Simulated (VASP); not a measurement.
Runs of VASP 6.6.1 on Sr2Tl3. The structure is that of space group Pm-3m (No. 221), or close to it. The cells are those of the table. The cell was generated, and may not be a known phase.

| task | cell | k mesh | cutoff (eV) | gap on the mesh (eV) | pressure (GPa) | relaxed volume (Å³/atom) |
| --- | --- | --- | --- | --- | --- | --- |
| relaxation of cell and atoms | relaxed from a = 6.116 Å, 5 atoms | 6 × 6 × 6 | 600 | none | 0.0 | 46.31 |
| single point | a = 6.116 Å, 5 atoms | 4 × 4 × 4 | 520 | none | 0.3 | - |
| relaxation of cell and atoms | relaxed from a = 4.919 Å, 5 atoms | 4 × 4 × 4 | 600 | none | -0.1 | (a) |
| single point | a = 4.919 Å, 5 atoms | 4 × 4 × 4 | 520 | none | 42.2 | - |
| single point | a = 6.139 Å, 5 atoms | 6 × 6 × 6 | 520 | none | 0.0 | - |

Alike in all rows: level PBE; potentials or basis VASP PAW PBE potentials, release 64 (Sr_sv, Tl_d); no spin polarisation; smearing gaussian 0.1 eV.

Fill in the values left out.

(a) 47.00.

Caveats: spin-orbit coupling is left out, which moves the levels of the heavy elements; the volume moved by over 15 % at a fixed basis, so the end points are rough (at least some runs); the cell stands under pressure (at least some runs).

A k mesh can miss the band edges, and the runs leave out spin-orbit coupling on Sr, Tl.

A gap of «none» marks levels without a gap at the run's occupations.
